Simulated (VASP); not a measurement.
# Bi (C2/m) in VASP: notebook

The runs below take Bi through single point, with PBEsol.

All numbers are computed with VASP 6.6.1; they aren't measurements. Logs are shortened: lines on timing, memory, paths and dates and some standing lists are left out, and cuts for length are marked.

### 1 The cell of the first run

It takes space group C2/m (No. 12, monoclinic). The conventional cell has a = 6.977 Å, b = 6.265 Å, c = 3.359 Å, α = 90.00°, β = 112.04°, γ = 90.00°. Within 4.2 Å of Bi (site symmetry m) lie 9 Bi at 3.21 to 3.99 Å.

### 2 Single point, PBEsol

The input, INCAR:

```
SYSTEM = Bi
PREC     = Accurate       ! precision mode
ENCUT    = 520            ! plane-wave cutoff, eV
EDIFF    = 1E-6           ! SCF threshold, eV
ISMEAR   = 0              ! smearing method
SIGMA    = 0.1            ! smearing width, eV
LREAL    = .FALSE.        ! projectors in reciprocal space
LASPH    = .TRUE.         ! aspherical terms in the spheres
NELM     = 100            ! most SCF steps
ALGO     = Normal         ! electronic algorithm
ISIF     = 2              ! what is computed and relaxed
LWAVE    = .FALSE.        ! write WAVECAR
LCHARG   = .FALSE.        ! write CHGCAR
GGA      = PS             ! functional
NBANDS   = 22             ! bands
```

The input, KPOINTS:

```
Automatic mesh
0
G
  4 4 6
  0 0 0
```

The input, POSCAR:

```
Bi
1.0
    3.4885980000     -3.1325780000      0.0000000000
    3.4885980000      3.1325780000      0.0000000000
   -1.2602350000      0.0000000000      3.1135500000
Bi
2
Direct
    0.2469390000      0.2469390000      0.1426180000
    0.7530610000      0.7530610000      0.8573820000
```

Potentials or basis: VASP PAW PBE potentials, release 64 (Bi_d).

On the command line:

```console
cat potpaw_PBE.64/Bi_d/POTCAR > POTCAR
mpirun -np 1 vasp_std > vasp.out
```

OUTCAR:

```text
SYSTEM = Bi
   PREC = Accurate
   ENCUT = 520
   EDIFF = 1E-6
   ISMEAR = 0
   LREAL = .FALSE.
   LASPH = .TRUE.
   NELM = 100
   ISIF = 2
   GGA = PS

 ion  position               nearest neighbor table
   1  0.247  0.247  0.143-   2 3.21   2 3.28   2 3.28   2 3.45
   2  0.753  0.753  0.857-   1 3.21   1 3.28   1 3.28   1 3.45

  LATTYP: Found a base centered monoclinic cell.
 ALAT       =     6.9771960000
 B/A-ratio  =     0.8979475423
 C/A-ratio  =     0.4814149259
 COS(beta)  =    -0.3751898342

  Lattice vectors:

 A1 = (   3.4885980000,  -3.1325780000,   0.0000000000)
 A2 = (   3.4885980000,   3.1325780000,   0.0000000000)
 A3 = (  -1.2602350000,   0.0000000000,   3.1135500000)

Analysis of symmetry for initial positions (statically):
=====================================================================
 Subroutine PRICEL returns:
 Original cell was already a primitive cell.

 Routine SETGRP: Setting up the symmetry group for a
 base centered monoclinic supercell.

 Subroutine GETGRP returns: Found  4 space group operations
 (whereof  4 operations were pure point group operations)
 out of a pool of  4 trial point group operations.

The static configuration has the point symmetry C_2h.

Analysis of symmetry for dynamics (positions and initial velocities):
=====================================================================
 Subroutine PRICEL returns:
 Original cell was already a primitive cell.

 Routine SETGRP: Setting up the symmetry group for a
 base centered monoclinic supercell.

 Subroutine GETGRP returns: Found  4 space group operations
 (whereof  4 operations were pure point group operations)
 out of a pool of  4 trial point group operations.

The dynamic configuration has the point symmetry C_2h.

 Subroutine INISYM returns: Found  4 space group operations
 (whereof  4 operations are pure point group operations),
 and found     1 'primitive' translations

----------------------------------------------------------------------------------------

                                     Primitive cell

  volume of cell :      68.0517

  direct lattice vectors                    reciprocal lattice vectors
     3.488598000 -3.132578000  0.000000000     0.143324052 -0.159612945  0.058011590
     3.488598000  3.132578000  0.000000000     0.143324052  0.159612945  0.058011590
    -1.260235000  0.000000000  3.113550000     0.000000000  0.000000000  0.321176792

  length of vectors
     4.688641694  4.688641694  3.358926295     0.222223807  0.222223807  0.321176792

  position of ions in fractional coordinates (direct lattice)
     0.246939000  0.246939000  0.142618000
     0.753061000  0.753061000  0.857382000

  ion indices of the primitive-cell ions
   primitive index   ion index
                 1           1
                 2           2

----------------------------------------------------------------------------------------

 KPOINTS: Automatic mesh

Automatic generation of k-mesh.
 Grid dimensions read from file:
 generate k-points for:    4    4    6

 Generating k-lattice:

  Cartesian coordinates                     Fractional coordinates (reciprocal lattice)
     0.035831013 -0.039903236  0.014502898     0.250000000  0.000000000  0.000000000
     0.035831013  0.039903236  0.014502898     0.000000000  0.250000000  0.000000000
     0.000000000  0.000000000  0.053529465     0.000000000  0.000000000  0.166666667

  Length of vectors
     0.055555952  0.055555952  0.053529465

  Shift w.r.t. Gamma in fractional coordinates (k-lattice)
     0.000000000  0.000000000  0.000000000

 Subroutine IBZKPT returns following result:
 ===========================================

 Found     34 irreducible k-points:

 Following reciprocal coordinates:
            Coordinates               Weight
  0.000000  0.000000  0.000000      1.000000
  0.250000  0.000000 -0.000000      4.000000
  0.500000  0.000000 -0.000000      2.000000
  0.250000  0.250000 -0.000000      2.000000
  0.500000  0.250000  0.000000      4.000000
 -0.250000  0.250000  0.000000      2.000000
[... 16 lines left out ...]
  0.500000  0.250000  0.333333      4.000000
 -0.250000  0.250000  0.333333      4.000000
 [... further k-points ...]
   k-points           NKPTS =     34   k-points in BZ     NKDIM =     34   number of bands    NBANDS=     22
   number of dos      NEDOS =    301   number of ions     NIONS =      2
   total plane-waves  NPLWV =  36288
   dimension x,y,z NGX =    36 NGY =   36 NGZ =   28
   dimension x,y,z NGXF=    72 NGYF=   72 NGZF=   56
   ions per type =               2
   NGX,Y,Z   is equivalent  to a cutoff of  12.76, 12.76, 13.86 a.u.
   NGXF,Y,Z  is equivalent  to a cutoff of  25.53, 25.53, 27.72 a.u.
 SYSTEM =  Bi
   PREC   = accura    normal or accurate (medium, high low for compatibility)
   ISTART =      0    job   : 0-new  1-cont  2-samecut
   ICHARG =      2    charge: 1-file 2-atom 10-const
   ISPIN  =      1    spin polarized calculation?
   LNONCOLLINEAR =      F non collinear calculations
   LSORBIT =      F    spin-orbit coupling
   LASPH  =      T    aspherical Exc in radial PAW
   ENCUT  =  520.0 eV  38.22 Ry    6.18 a.u.   8.72  8.72  6.25*2*pi/ulx,y,z
   NELM   =    100;   NELMIN=  2; NELMDL= -5     # of ELM steps
   EDIFF  = 0.1E-05   stopping-criterion for ELM
   LREAL  =      F    real-space projection
   EDIFFG = 0.1E-04   stopping-criterion for IOM
   NSW    =      0    number of steps for IOM
   IBRION =     -1    ionic relax: 0-MD 1-quasi-New 2-CG
   NFREE  =      0    steps in history (QN), initial steepest desc. (CG)
   ISIF   =      2    stress and relaxation
   ISYM   =      2    0-nonsym 1-usesym 2-fastsym
   POTIM  = 0.5000    time-step for ionic-motion
   TEBEG  =    0.0;   TEEND  =   0.0 temperature during run
   PSTRESS=    0.0 pullay stress
   NELECT =      30.0000    total number of electrons
   NUPDOWN=      -1.0000    fix difference up-down
   EMIN   =  10.00;   EMAX   =-10.00  energy-range for DOS
   EFERMI =   0.00;   METHOD = LEGACY
   ISMEAR =     0;   SIGMA  =   0.10  broadening in eV -4-tet -1-fermi 0-gaus
   EFERMI_NEDOS =   21; number of points for ismear=-14 and -15
   IALGO  =     38    algorithm
   IMIX   =      4    mixing-type and parameters
     AMIX     =   0.40;   BMIX     =  1.00
     AMIX_MAG =   1.60;   BMIX_MAG =  1.00
  volume/ion in A,a.u.               =      34.03       229.62
  Fermi-wavevector in a.u.,A,eV,Ry     =   1.245955  2.354514 21.121737  1.552404
  Thomas-Fermi vector in A             =   2.380154
   LORBIT       =      0    0 simple, 1 ext, 2 COOP (PROOUT), +10 PAW based schemes
   GGA     = PS    functional components
   LHFCALC =     F    Hartree Fock is set to
   AEXX    =    0.0000 exact exchange contribution
   IVDW    =     0    specifies the selected vdW correction
   LEPSILON=     F    determine dielectric tensor
   LRPA    =     F    only Hartree local field effects (RPA)
 non-spin polarized calculation
 Gauss-broadening in eV      SIGMA  =   0.10
  energy-cutoff  :      520.00
  volume of cell :       68.05
 maximum number of plane-waves:      1851
 NGX is ok and might be reduce to    36
   NGX = 17   NGY = 17   NGZ = 13

 number of electron      30.0000001 magnetization

 Free energy of the ion-electron system (eV)
  ---------------------------------------------------
  ext. energy  EPLUGINS =         0.00000000
  ---------------------------------------------------
  free energy    TOTEN  =        -8.55715239 eV

  energy without entropy =       -8.55076101  energy(sigma->0) =       -8.55395670

 E-fermi :   6.5476     XC(G=0):  -9.9398

 val. band max:        6.5449123458   @ k =   0.0000   0.0000   0.3333
 cond. band min:       6.6234807858   @ k =   0.5000   0.5000   0.1667
 fundamental gap:      0.0785684400
 Fermi energy:         6.5475697502

 k-point     1 :       0.0000    0.0000    0.0000
  band No.  band energies     occupation
      1     -16.2859      2.00000
      2     -16.2699      2.00000
      3     -16.2265      2.00000
      4     -16.1875      2.00000
      5     -16.1158      2.00000
      6     -16.0906      2.00000
[... 14 lines left out ...]
     21      14.8301      0.00000
     22      15.3006      0.00000

 k-point     2 :       0.2500    0.0000   -0.0000
  band No.  band energies     occupation
      1     -16.2738      2.00000
      2     -16.2573      2.00000
      3     -16.2301      2.00000
      4     -16.1628      2.00000
      5     -16.1136      2.00000
      6     -16.0949      2.00000
[... 14 lines left out ...]
     21      15.4668      0.00000
     22      16.3759      0.00000

 k-point     3 :       0.5000    0.0000   -0.0000
  band No.  band energies     occupation
      1     -16.2767      2.00000
      2     -16.2529      2.00000
      3     -16.1847      2.00000
      4     -16.1399      2.00000
      5     -16.1189      2.00000
      6     -16.0912      2.00000
[... 14 lines left out ...]
     21      15.1818      0.00000
     22      15.6338      0.00000

 k-point     4 :       0.2500    0.2500   -0.0000
  band No.  band energies     occupation
      1     -16.2728      2.00000
      2     -16.2582      2.00000
      3     -16.1916      2.00000
      4     -16.1460      2.00000
      5     -16.1132      2.00000
      6     -16.1040      2.00000
[... 14 lines left out ...]
     21      15.4835      0.00000
     22      16.7615      0.00000

 k-point     5 :       0.5000    0.2500    0.0000
  band No.  band energies     occupation
      1     -16.2767      2.00000
      2     -16.2612      2.00000
      3     -16.1592      2.00000
      4     -16.1210      2.00000
      5     -16.1109      2.00000
      6     -16.0914      2.00000
[... 417 lines left out ...]
 k-point    22 :       0.2500    0.2500    0.3333
  band No.  band energies     occupation
      1     -16.2205      2.00000
      2     -16.1599      2.00000
      3     -16.1577      2.00000
      4     -16.1390      2.00000
      5     -16.1322      2.00000
      6     -16.1308      2.00000
[... 14 lines left out ...]
     21      15.1732      0.00000
     22      16.4387      0.00000

 k-point    23 :       0.5000    0.2500    0.3333
  band No.  band energies     occupation
      1     -16.2255      2.00000
      2     -16.1846      2.00000
      3     -16.1616      2.00000
      4     -16.1458      2.00000
      5     -16.1149      2.00000
      6     -16.1097      2.00000
[... 14 lines left out ...]
     21      16.0754      0.00000
     22      16.3579      0.00000

 k-point    24 :      -0.2500    0.2500    0.3333
  band No.  band energies     occupation
      1     -16.2308      2.00000
      2     -16.2081      2.00000
      3     -16.1717      2.00000
      4     -16.1461      2.00000
      5     -16.1235      2.00000
      6     -16.0848      2.00000
[... 14 lines left out ...]
     21      13.9154      0.00000
     22      14.0487      0.00000

 [... further k-points ...]

------------------------ aborting loop because EDIFF is reached ----------------------------------------

  FORCE on cell =-STRESS in cart. coord.  units (eV):
  Direction    XX          YY          ZZ          XY          YZ          ZX
  --------------------------------------------------------------------------------------
  -------------------------------------------------------------------------------------
  Total       -0.6517980     -1.3548196     -1.3337933      0.0000000      0.0000000      0.0902543
  in kB      -15.3456373    -31.8972605    -31.4022282      0.0000000      0.0000000      2.1249066
  external PRESSURE =     -26.2150420 kB  Pullay stress =       0.0000000 kB

 VOLUME and BASIS-vectors are now :
 -----------------------------------------------------------------------------
  energy-cutoff  :      520.00
  volume of cell :       68.05
      direct lattice vectors                 reciprocal lattice vectors
     3.488598000 -3.132578000  0.000000000     0.143324052 -0.159612945  0.058011590
     3.488598000  3.132578000  0.000000000     0.143324052  0.159612945  0.058011590
    -1.260235000  0.000000000  3.113550000     0.000000000  0.000000000  0.321176792

 POSITION                                       TOTAL-FORCE (eV/Angst)
 -----------------------------------------------------------------------------------
      1.54321      0.00000      0.44405        -0.049385      0.000000     -0.118517
      4.17375      0.00000      2.66950         0.049385      0.000000      0.118517
 -----------------------------------------------------------------------------------
    total drift:                               -0.000000      0.000000      0.000000

  FREE ENERGIE OF THE ION-ELECTRON SYSTEM (eV)
  ---------------------------------------------------
  free  energy   TOTEN  =        -8.5571523935 eV

  energy  without entropy=       -8.5507610068  energy(sigma->0) =       -8.55395670
```

Run time: 32 s. Hardware: 1 thread of AMD EPYC 7R43 (Zen 3), shared host; peak memory 0.16 GiB.

What came out:

* Free energy: -8.5572 eV
* Pressure: -2.6 GPa
* Largest force: 0.128 eV/Å
* Band gap on the k mesh: zero (band 15 reaches 9.72 eV, above the bottom of band 16 at 4.98 eV)

Forces in eV/Å, atoms in the order of the input:
```
Bi  -0.049  0.000 -0.119
Bi   0.049  0.000  0.119
```

Stress tensor (GPa, compression positive):
```
-1.53  0.00  0.21
 0.00 -3.19  0.00
 0.21  0.00 -3.14
```

Levels at points of the mesh, in eV from the Fermi level:
```
           k point  band 13  band 14  band 15  band 16  band 17  band 18
(0.00, 0.00, 0.00)    -3.02    -2.73     2.79     3.11     3.78     4.14
(0.50, 0.00, 0.00)    -1.09    -0.93    -0.69    -0.62     3.44     4.57
(0.50, 0.50, 0.00)    -4.88    -4.86     3.18     3.92     5.23     5.58
(0.00, 0.00, 0.50)    -3.90    -2.44    -1.56     1.23     1.53     1.58
(0.50, 0.00, 0.50)    -4.24    -3.04    -1.75     0.95     2.05     2.19
(0.50, 0.50, 0.50)    -3.75    -2.79    -2.19    -0.39     1.17     1.69
```

Caveat: the PAW data sets were made with another functional, which shifts forces and pressure a little; spin-orbit coupling is left out, which moves the levels of the heavy elements.

(Continued in part 2 of 2.)
